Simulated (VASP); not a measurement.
A run of VASP 6.6.1:

Contents of INCAR:

```
SYSTEM = AgBr
  PREC = Accurate
  ENCUT = 500
  EDIFF = 1E-6
  ISMEAR = -1
  SIGMA = 0.02
  LREAL = .FALSE.
  LASPH = .TRUE.
  NELM = 120
  ALGO = Normal
  ISIF = 2
  LWAVE = .FALSE.
  LCHARG = .FALSE.
  NBANDS = 16
  GGA_COMPAT = .FALSE.
```

The input KPOINTS:

```
regular mesh
0
G
  7 7 7
  0 0 0
```

The input POSCAR:

```
AgBr
1.0
    0.0000000000      2.8921694793      2.8921694793
    2.8921694793      0.0000000000      2.8921694793
    2.8921694793      2.8921694793      0.0000000000
Ag Br
1 1
Direct
    0.0000000000      0.0000000000      0.0000000000
    0.5000000000      0.5000000000      0.5000000000
```

Potentials or basis: VASP PAW LDA potentials, release 64 (Ag, Br).

The run is started by

```sh
$ cat potpaw_LDA.64/Ag/POTCAR potpaw_LDA.64/Br/POTCAR > POTCAR
$ mpirun -np 1 vasp_std > vasp.out
```

Hardware: 1 thread of AMD EPYC 7R13 Processor (Zen 3), with other jobs on the host.

Task: How long does it take, and how much memory?

Result: Wall time 9.5 s on 1 thread of AMD EPYC 7R13 Processor (Zen 3), on a shared host, peak memory 0.12 GiB. Counts: scf iterations 12, k points 20.
